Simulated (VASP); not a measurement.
Wanted: the native input for a VASP 6.6.1 run.

```yaml
Task: single point
Functional: LDA
Potentials_or_basis: VASP PAW LDA potentials, release 64 (B, P)
Cutoff: 500 eV
k_mesh: 10 × 10 × 10
Occupations: gaussian, width 0.01 eV
Spin: no spin polarisation
Dipole_correction: no
Further_INCAR_settings: ALGO = Normal; EDIFF = 1e-06; NBANDS = 11
```

The structure of BP lies in POSCAR:

```
BP
1.0
    0.0000000000      2.0692763451      2.0692763451
    2.0692763451      0.0000000000      2.0692763451
    2.0692763451      2.0692763451      0.0000000000
B P
1 1
Direct
    0.0000000000      0.0000000000      0.0000000000
    0.2500000000      0.2500000000      0.2500000000
```

One way to write it, as run:

INCAR

```
SYSTEM = BP
PREC = Accurate
ENCUT = 500
EDIFF = 1E-6
ISMEAR = 0
SIGMA = 0.01
LREAL = .FALSE.
LASPH = .TRUE.
NELM = 120
ALGO = Normal
ISIF = 2
LWAVE = .FALSE.
LCHARG = .TRUE.
LELF = .TRUE.
LVHAR = .TRUE.
NBANDS = 11
GGA_COMPAT = .FALSE.
```

KPOINTS

```
Automatic mesh
0
G
  10 10 10
  0 0 0
```

Potentials or basis: VASP PAW LDA potentials, release 64 (B, P).

Launch:

```console
$ cat potpaw_LDA.64/B/POTCAR potpaw_LDA.64/P/POTCAR > POTCAR
$ mpirun -np 1 vasp_std > vasp.out
```

Results of the run:

```json
{
 "Pressure": "67.1 GPa",
 "Band gap on the k mesh": "0.75 eV (least direct gap 4.02 eV)"
}
```

Caveat: the cell stands under pressure.

It took 5.8 s on 1 thread of Intel(R) Xeon(R) Platinum 8259CL CPU @ 2.50GHz (Skylake/Cascade Lake), on a shared host, peak memory 0.12 GiB.
